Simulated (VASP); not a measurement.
NaF, 2 atoms in the cell. It takes space group I4/mmm (No. 139, tetragonal). The conventional cell has a = 3.187 Å, b = 3.187 Å, c = 4.716 Å, α = 90.00°, β = 90.00°, γ = 90.00°. Na (site symmetry 4/mmm) has 6 F at 2.25 to 2.36 Å within 3.0 Å. F (site symmetry 4/mmm) has 6 Na at 2.25 to 2.36 Å within 3.0 Å.  This cell differs from its parent crystal: strain -0.030 along x and y, +0.015 along z.

```yaml
Program: VASP 6.6.1
Task: single point
Functional: PBE
Potentials_or_basis: VASP PAW PBE potentials, release 64 (Na_pv, F)
Cutoff: 520 eV
k_mesh: 8 × 8 × 8
Occupations: gaussian, width 0.05 eV
Spin: no spin polarisation
Dipole_correction: no
Further_INCAR_settings: ALGO = Normal; EDIFF = 1e-06; NBANDS = 14
```

Potentials or basis: VASP PAW PBE potentials, release 64 (Na_pv, F).

Run with:

```bash
$ cat potpaw_PBE.64/Na_pv/POTCAR potpaw_PBE.64/F/POTCAR > POTCAR
$ mpirun -np 1 vasp_std > vasp.out
```

Hardware: 1 thread of Intel Xeon 6975P-C, on a shared host.

Problem. Estimate the wall time of this run.

Solution. It took 32 s on 1 thread of Intel Xeon 6975P-C (shared host), peak memory 0.11 GiB. Counts: scf iterations 12, k points 59.
